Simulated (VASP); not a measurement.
Input of a VASP 6.6.1 run:

File INCAR:

```
PREC = Accurate
ENCUT = 520
EDIFF = 1E-6
ISMEAR = 0
SIGMA = 0.1
LREAL = F
LASPH = T
NELM = 80
ALGO = Normal
ISIF = 2
LWAVE = F
LCHARG = T
GGA = PE
LELF = T
LVHAR = T
NBANDS = 22
```

The input KPOINTS:

```
regular mesh
0
Gamma
  4 4 4
```

The input POSCAR:

```
P4Ir
1.0
    4.5850040500      0.0000000000      0.0000000000
    0.0000000000      4.5850040500      0.0000000000
    0.0000000000      0.0000000000      4.5850040500
P Ir
4 1
Direct
    0.0000000000      0.0000000000      0.0000000000
    0.5000000000      0.5000000000      0.0000000000
    0.5000000000      0.0000000000      0.5000000000
    0.0000000000      0.5000000000      0.5000000000
    0.5000000000      0.5000000000      0.5000000000
```

Potentials or basis: VASP PAW PBE potentials, release 64 (P, Ir).

Run with:

```bash
$ cat potpaw_PBE.64/P/POTCAR potpaw_PBE.64/Ir/POTCAR > POTCAR
$ mpirun -np 1 vasp_std > vasp.out
```

(1) Estimate the pressure.

## Answers

(1) 1.2 GPa.
